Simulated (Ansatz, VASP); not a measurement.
## One calculation of CdF2, two programs

```xyz
3
Lattice="-0.0539 2.6671 2.6671 2.6671 -0.0539 2.6671 2.6671 2.6671 -0.0539" Properties=species:S:1:pos:R:3 pbc="T T T"
Cd    0.0000    0.0000    0.0000
F     1.3201    1.3201    1.3201
F     3.9602    3.9602    3.9602
```

Change from the starting cell: equal xy, yz and zx shear strains of -2 %.

Alike in both runs: task single point; functional LDA; k mesh 8 × 8 × 8; occupations fermi-dirac, width 0.02 eV; no spin polarisation.

|  | VASP | Ansatz |
| --- | --- | --- |
| version | VASP 6.6.1 | Ansatz 0.2.0 |
| potentials or method | VASP PAW LDA potentials, release 64 (Cd, F), cutoff 520 eV | all-electron LAPW, scalar-relativistic |

VASP gave:

| Property | Result |
| --- | --- |
| gap on the k mesh at the Fermi level (eV) | 2.80 |
| pressure (GPa) | -4.6 |
| traceless stress, the component that is largest in VASP (GPa) | 0.56 |
| rms of the force components (eV/Å) | 0.031 |

Q: Which values does Ansatz return?

A: gap on the k mesh at the Fermi level (eV): 2.80; pressure (GPa): -5.5; traceless stress, the component that is largest in VASP (GPa): 0.46; rms of the force components (eV/Å): 0.022.

LDA's correlation is that of Perdew and Zunger in VASP and of Perdew and Wang (1992) in Ansatz. Atom by atom the forces differ by 0.008 eV/Å (rms over components). Ansatz ran all-electron here, and VASP with PAW potentials.
